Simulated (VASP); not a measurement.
# MgO (Fm-3m) in VASP: notebook, part 3 of 3

VASP 6.6.1.

**5. Phonons, r2SCAN**

This run uses another cell than the first one, of 9.08 Å³/atom.

Contents of INCAR:

```
SYSTEM = MgO
ALGO     = Normal         ! electronic algorithm
EDIFF    = 1E-8           ! SCF threshold, eV
ENCUT    = 520            ! plane-wave cutoff, eV
IBRION   = 6              ! ionic algorithm
ISIF     = 2              ! what is computed and relaxed
ISMEAR   = 0              ! smearing method
LASPH    = .TRUE.         ! aspherical terms in the spheres
LCHARG   = .FALSE.        ! write CHGCAR
LMIXTAU  = .TRUE.       
LREAL    = .FALSE.        ! projectors in reciprocal space
LWAVE    = .FALSE.        ! write WAVECAR
METAGGA  = R2SCAN         ! meta-GGA
NELM     = 100            ! most SCF steps
NFREE    = 2            
NSW      = 1              ! ionic steps
POTIM    = 0.015          ! step
PREC     = Accurate       ! precision mode
SIGMA    = 0.01           ! smearing width, eV
```

Contents of KPOINTS:

```
k-points
0
G
  10 10 10
  0 0 0
```

Contents of POSCAR:

```
MgO
1.0
    2.0861935112      2.0861935112      0.0000000000
   -2.0861935112      2.0861935112      0.0000000000
    0.0000000000      2.0861935112      2.0861935112
Mg O
1 1
Direct
    0.0000000000      0.0000000000      0.0000000000
    0.5000000000      0.5000000000      0.0000000000
```

Potentials or basis: VASP PAW PBE potentials, release 64 (Mg, O).

Launch:

```bash
$ cat potpaw_PBE.64/Mg/POTCAR potpaw_PBE.64/O/POTCAR > POTCAR
$ mpirun -np 1 vasp_std > vasp.out
```

OUTCAR:

```text
SYSTEM = MgO
   EDIFF = 1E-8
   ENCUT = 520
   IBRION = 6
   ISIF = 2
   ISMEAR = 0
   LASPH = .TRUE.
   LREAL = .FALSE.
   METAGGA = R2SCAN
   NELM = 100
   NFREE = 2
   NSW = 1
   POTIM = 0.015
   PREC = Accurate

 ion  position               nearest neighbor table
   1  0.000  0.000  0.000-   2 2.09   2 2.09   2 2.09   2 2.09   2 2.09   2 2.09
   2  0.500  0.500  0.000-   1 2.09   1 2.09   1 2.09   1 2.09   1 2.09   1 2.09

  LATTYP: Found a face centered cubic cell.
 ALAT       =     4.1723870224

  Lattice vectors:

 A1 = (   0.0000000000,   2.0861935112,   2.0861935112)
 A2 = (   2.0861935112,   0.0000000000,   2.0861935112)
 A3 = (   2.0861935112,   2.0861935112,   0.0000000000)

Analysis of symmetry for initial positions (statically):
=====================================================================
 Subroutine PRICEL returns:
 Original cell was already a primitive cell.

 Routine SETGRP: Setting up the symmetry group for a
 face centered cubic supercell.

 Subroutine GETGRP returns: Found 48 space group operations
 (whereof 48 operations were pure point group operations)
 out of a pool of 48 trial point group operations.

The static configuration has the point symmetry O_h .

Analysis of symmetry for dynamics (positions and initial velocities):
=====================================================================
 Subroutine PRICEL returns:
 Original cell was already a primitive cell.

 Routine SETGRP: Setting up the symmetry group for a
 face centered cubic supercell.

 Subroutine GETGRP returns: Found 48 space group operations
 (whereof 48 operations were pure point group operations)
 out of a pool of 48 trial point group operations.

The dynamic configuration has the point symmetry O_h .

 Subroutine INISYM returns: Found 48 space group operations
 (whereof 48 operations are pure point group operations),
 and found     1 'primitive' translations

----------------------------------------------------------------------------------------

                                     Primitive cell

  volume of cell :      18.1591

  direct lattice vectors                    reciprocal lattice vectors
     2.086193511  2.086193511  0.000000000     0.239670959  0.239670959 -0.239670959
    -2.086193511  2.086193511  0.000000000    -0.239670959  0.239670959 -0.239670959
     0.000000000  2.086193511  2.086193511     0.000000000  0.000000000  0.479341918

  length of vectors
     2.950323157  2.950323157  2.950323157     0.415122279  0.415122279  0.479341918

  position of ions in fractional coordinates (direct lattice)
     0.000000000  0.000000000  0.000000000
     0.500000000  0.500000000  0.000000000

  ion indices of the primitive-cell ions
   primitive index   ion index
                 1           1
[... 99 lines left out ...]
   LHFCALC =     F    Hartree Fock is set to
   AEXX    =    0.0000 exact exchange contribution
   IVDW    =     0    specifies the selected vdW correction
   LEPSILON=     F    determine dielectric tensor
   LRPA    =     F    only Hartree local field effects (RPA)
 finite differences with symmetry
 non-spin polarized calculation
 Gauss-broadening in eV      SIGMA  =   0.01
  energy-cutoff  :      520.00
  volume of cell :       18.16
 maximum number of plane-waves:       531
 NGX is ok and might be reduce to    24
   NGX = 11   NGY = 11   NGZ = 11

--------------------------------------- Ionic step        1  -------------------------------------------

 number of electron       8.0000002 magnetization

 Free energy of the ion-electron system (eV)
  ---------------------------------------------------
  ext. energy  EPLUGINS =         0.00000000
  ---------------------------------------------------
  free energy    TOTEN  =       -16.15830083 eV

  energy without entropy =      -16.15830083  energy(sigma->0) =      -16.15830083

------------------------ aborting loop because EDIFF is reached ----------------------------------------

  FORCE on cell =-STRESS in cart. coord.  units (eV):
  Direction    XX          YY          ZZ          XY          YZ          ZX
  --------------------------------------------------------------------------------------
  -------------------------------------------------------------------------------------
  Total        0.3230340      0.3230340      0.3230340      0.0000000      0.0000000      0.0000000
  in kB       28.5013236     28.5013236     28.5013236      0.0000000      0.0000000      0.0000000
  external PRESSURE =      28.5013236 kB  Pullay stress =       0.0000000 kB
[... 131 lines left out ...]
--------------------------------------- Ionic step        5  -------------------------------------------

 number of electron       8.0000001 magnetization

 Free energy of the ion-electron system (eV)
  ---------------------------------------------------
  ext. energy  EPLUGINS =         0.00000000
  ---------------------------------------------------
  free energy    TOTEN  =       -16.15759886 eV

  energy without entropy =      -16.15759886  energy(sigma->0) =      -16.15759886

 E-fermi :   3.0963     XC(G=0): -11.7417

 val. band max:        2.9872329372   @ k =   0.0000   0.0000   0.0000
 cond. band min:       8.8835249731   @ k =   0.0000   0.0000   0.0000
 fundamental gap:      5.8962920359
 Fermi energy:         3.0962705406

 k-point     1 :       0.0000    0.0000    0.0000
  band No.  band energies     occupation
      1     -15.3608      2.00000
      2       2.9869      2.00000
      3       2.9872      2.00000
      4       2.9872      2.00000
      5       8.8835      0.00000
      6      19.9886      0.00000
      7      19.9891      0.00000
      8      19.9891      0.00000
[... 243 lines left out ...]
 k-point    24 :       0.4000    0.3000    0.0000
  band No.  band energies     occupation
      1     -13.8030      2.00000
      2      -0.6742      2.00000
      3       0.2394      2.00000
      4       1.8821      2.00000
      5      14.2772      0.00000
      6      16.4926      0.00000
      7      17.0732      0.00000
      8      22.4528      0.00000

 [... further k-points ...]
[... 5 lines left out ...]
  --------------------------------------------------------------------------------------
  -------------------------------------------------------------------------------------
  Total        0.3327355      0.3223245      0.3223245      0.0000000      0.0000000      0.0000000
  in kB       29.3572856     28.4387267     28.4387267      0.0000000      0.0000000      0.0000000
  external PRESSURE =      28.7449130 kB  Pullay stress =       0.0000000 kB
[... 17 lines left out ...]
  FREE ENERGIE OF THE ION-ELECTRON SYSTEM (eV)
  ---------------------------------------------------
  free  energy   TOTEN  =       -16.1575988628 eV

  energy  without entropy=      -16.1575988628  energy(sigma->0) =      -16.15759886

 INTERNAL STRAIN TENSORS FROM DISPLACED ATOMS
 ============================================

 INTERNAL STRAIN TENSOR FOR ION    1 for displacements in x,y,z  (eV/Angst):
          X           Y           Z          XY          YZ          ZX
  --------------------------------------------------------------------------------
  x     0.00000     0.00000     0.00000     0.00000     0.00000     0.00000
  y     0.00000     0.00000     0.00000     0.00000     0.00000     0.00000
  z     0.00000     0.00000     0.00000     0.00000     0.00000     0.00000

 INTERNAL STRAIN TENSOR FOR ION    2 for displacements in x,y,z  (eV/Angst):
          X           Y           Z          XY          YZ          ZX
  --------------------------------------------------------------------------------
  x     0.00000     0.00000     0.00000     0.00000     0.00000     0.00000
  y     0.00000     0.00000     0.00000     0.00000     0.00000     0.00000
  z     0.00000     0.00000     0.00000     0.00000     0.00000     0.00000

 Eigenvectors and eigenvalues of the dynamical matrix
 ----------------------------------------------------

   1 f  =   12.679412 THz    79.667095 2PiTHz  422.939660 cm-1    52.437811 meV
             X         Y         Z           dx          dy          dz
      0.000000  0.000000  0.000000     0.000000    0.625595    0.000000
      0.000000  2.086194  0.000000     0.000000   -0.780148    0.000000
[... 21 lines left out ...]
   6 f/i=    0.072706 THz     0.456824 2PiTHz    2.425204 cm-1     0.300687 meV
             X         Y         Z           dx          dy          dz
      0.000000  0.000000  0.000000     0.000000    0.000000    0.780148
      0.000000  2.086194  0.000000     0.000000    0.000000    0.625595

 ELASTIC MODULI CONTR FROM IONIC RELAXATION (kBar)
 Direction    XX          YY          ZZ          XY          YZ          ZX
 --------------------------------------------------------------------------------
 XX           0.0000      0.0000      0.0000      0.0000      0.0000      0.0000
 YY           0.0000      0.0000      0.0000      0.0000      0.0000      0.0000
 ZZ           0.0000      0.0000      0.0000      0.0000      0.0000      0.0000
 XY           0.0000      0.0000      0.0000      0.0000      0.0000      0.0000
 YZ           0.0000      0.0000      0.0000      0.0000      0.0000      0.0000
 ZX           0.0000      0.0000      0.0000      0.0000      0.0000      0.0000
 --------------------------------------------------------------------------------
```

It took 4.8 min on 1 thread of Intel Xeon 8259CL, shared host; peak memory 0.17 GiB.

What came out:

- Highest phonon frequency at Γ, LO-TO splitting left out: 423 cm⁻¹

Phonon frequencies in cm⁻¹ (negative: imaginary):
| q point | frequencies |
| --- | --- |
| (0.000, 0.000, 0.000) | -2 -2 -2 423 423 423 |

Caveat: the cell stands under pressure or tension, which shifts response properties; the PAW data sets were made with another functional, which shifts forces and pressure a little.
